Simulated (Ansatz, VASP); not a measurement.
**Two plane-wave programs on Ti4C**

```
CELL_PARAMETERS angstrom
2.98554 1.72370 2.44619
-2.98554 1.72370 2.44619
0.00000 -3.44741 2.44619
ATOMIC_POSITIONS crystal
Ti 0.00000 0.00000 0.50000
Ti 0.50000 0.00000 0.00000
Ti 0.00000 0.50000 0.00000
Ti 0.50000 0.50000 0.50000
C 0.00000 0.00000 0.00000
```

Alike in both runs: functional PBE; k mesh 6 × 6 × 6; occupations gaussian, width 0.1 eV; no spin polarisation.

Ansatz relaxed the structure, and its values are those at the end. VASP's run is a single point on that final structure, the one shown.

|  | VASP | Ansatz |
| --- | --- | --- |
| version | VASP 6.6.1 | Ansatz 0.2.0 |
| potentials or method | VASP PAW PBE potentials, release 64 (Ti_sv, C), cutoff 520 eV | scalar-relativistic, plane waves, PAW |
| valence electrons in the cell | 52 | 52 |

```tsv
	VASP	Ansatz	Ansatz less VASP
gap on the k mesh at the Fermi level (eV)	none	none	-
pressure (GPa)	0.1	0.1	+0.02
```

A gap of «none» marks a metal or a gap that the smearing closes. The functional is the same, so the differences come from potentials, cutoffs and numerics.
